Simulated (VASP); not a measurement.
A run of VASP 6.6.1 is set up as follows.

Contents of POSCAR:

```
Ir
1.0
    0.0000000000      1.9021970528      1.9021970528
    1.9021970528      0.0000000000      1.9021970528
    1.9021970528      1.9021970528      0.0000000000
Ir
1
Direct
    0.0000000000      0.0000000000      0.0000000000
```

File INCAR.step1:

```
SYSTEM = Ir
ALGO = Normal
EDIFF = 1E-5
ENCUT = 400
GGA = PE
GGA_COMPAT = .FALSE.
ISIF = 2
ISMEAR = -1
LASPH = .TRUE.
LREAL = .FALSE.
LWAVE = .TRUE.
NBANDS = 10
NELM = 120
PREC = Accurate
SIGMA = 0.5
```

Contents of INCAR.step2:

```
SYSTEM = Ir
AEXX = 0.25
ALGO = Normal
EDIFF = 1E-6
ENCUT = 400
GGA = PE
GGA_COMPAT = .FALSE.
ISIF = 2
ISMEAR = -1
ISTART = 1
LASPH = .TRUE.
LCHARG = .TRUE.
LELF = .TRUE.
LHFCALC = .TRUE.
LREAL = .FALSE.
LVHAR = .TRUE.
LWAVE = .FALSE.
NBANDS = 10
NELM = 120
PREC = Accurate
PRECFOCK = Normal
SIGMA = 0.5
```

Contents of KPOINTS:

```
k-points
0
G
  2 2 2
  0 0 0
```

Potentials or basis: VASP PAW PBE potentials, release 64 (Ir).

Launch:

```console
$ cat potpaw_PBE.64/Ir/POTCAR > POTCAR
$ cp INCAR.step1 INCAR
$ mpirun -np 1 vasp_std > vasp.out
$ cp INCAR.step2 INCAR
$ mpirun -np 1 vasp_std > vasp.out
```

(1) Estimate the pressure.

Results:

(1) 90.8 GPa.

Caveat: the k points lie up to 1.43 Å⁻¹ apart; the PAW data sets were made with another functional, which shifts forces and pressure a little.
